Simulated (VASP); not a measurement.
Write the native input for VASP 6.6.1 that does the following.

- Task: single point
- Functional: PBE
- Potentials or basis: VASP PAW PBE potentials, release 64 (Ga_d, Sb_d_GW)
- Cutoff: 500 eV
- k mesh: 8 × 8 × 8
- Occupations: fermi-dirac, width 0.02 eV
- Spin: no spin polarisation
- Dipole correction: no
- Further INCAR settings: ALGO = Normal; EDIFF = 1e-06; NBANDS = 21

The structure of GaSb lies in POSCAR:

```
GaSb
1.0
    0.0000000000      2.9432436460      3.1672938365
    2.9432436460      0.0000000000      3.1672938365
    2.9432436460      2.9432436460      0.0000000000
Ga Sb
1 1
Direct
    0.0000000000      0.0000000000      0.0000000000
    0.2500000000      0.2500000000      0.2500000000
```

This cell differs from its parent crystal: epitaxial xy strain -4.0%.

The input as run:

INCAR

```
SYSTEM = GaSb
  PREC = Accurate
  ENCUT = 500
  EDIFF = 1E-6
  ISMEAR = -1
  SIGMA = 0.02
  LREAL = .FALSE.
  LASPH = .TRUE.
  NELM = 120
  ALGO = Normal
  ISIF = 2
  LWAVE = .FALSE.
  LCHARG = .FALSE.
  GGA = PE
  NBANDS = 21
  GGA_COMPAT = .FALSE.
```

KPOINTS

```
regular mesh
0
G
  8 8 8
  0 0 0
```

Potentials or basis: VASP PAW PBE potentials, release 64 (Ga_d, Sb_d_GW).

Run with:

```console
$ cat potpaw_PBE.64/Ga_d/POTCAR potpaw_PBE.64/Sb_d_GW/POTCAR > POTCAR
$ mpirun -np 1 vasp_std > vasp.out
```

Results of the run:

```yaml
Pressure: 4.8 GPa
Band_gap_on_the_k_mesh: 0.13 eV
```

Caveat: the cell differs from its parent crystal (epitaxial xy strain -4.0%); the cell stands under pressure; semilocal functionals underestimate gaps, and a narrow one can read as zero; spin-orbit coupling is left out, which moves the levels of the heavy elements.

Wall time 36 s on 1 thread of Intel(R) Xeon(R) Platinum 8488C (Sapphire Rapids), with other jobs on the host, peak memory 0.24 GiB.
